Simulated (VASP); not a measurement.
The system is AlZn.

```xyz
2
Lattice="3.1456 0.0000 0.0000 -1.5728 2.7242 0.0000 0.0000 0.0000 3.0681" Properties=species:S:1:pos:R:3 pbc="T T T"
Al    0.0000    0.0000    0.0000
Zn    1.5728    0.9081    1.5340
```

```yaml
Program: VASP 6.6.1
Task: relaxation of cell and atoms
Functional: PBE
Potentials_or_basis: VASP PAW PBE potentials, release 64 (Al, Zn)
Cutoff: 600 eV
k_mesh: 6 × 6 × 6
Occupations: gaussian, width 0.1 eV
Spin: no spin polarisation
```

At the start: pressure 38.2 GPa; volume 13.15 Å³/atom.

Q: How do energy, volume and symmetry change on relaxing?

A: Over 4 steps the energy falls by 475.1 meV/atom and the volume is 18.33 Å³/atom (+39.4 %); space group P-6m2 (No. 187, to 0.1 Å) before and after.

The path:
| step | energy change (eV) | largest force (eV/Å) | pressure (GPa) | volume (Å³) |
| --- | --- | --- | --- | --- |
| 1 | 0.0000 | 0.0000 | 38.20 | 26.29 |
| 2 | -0.8985 | 0.0000 | -4.10 | 40.08 |
| 3 | -0.9495 | 0.0000 | 0.57 | 36.26 |
| 4 | -0.9501 | 0.0000 | 0.04 | 36.66 |

Final structure:
```cif
data_structure
_symmetry_space_group_name_H-M 'P 1'
_symmetry_Int_Tables_number 1
_cell_length_a 3.4666
_cell_length_b 3.4666
_cell_length_c 3.5224
_cell_angle_alpha 90.000
_cell_angle_beta 90.000
_cell_angle_gamma 120.000
_cell_volume 36.66
loop_
_atom_site_label
_atom_site_type_symbol
_atom_site_fract_x
_atom_site_fract_y
_atom_site_fract_z
_atom_site_occupancy
Al1 Al 0.00000 0.00000 0.00000 1
Zn1 Zn 0.66667 0.33333 0.50000 1
```

Caveat: the k points lie up to 0.35 Å⁻¹ apart in the final cell, too coarse for converged energies and pressures of a metal; the volume moved by over 15 % at a fixed basis, so the end points are rough.
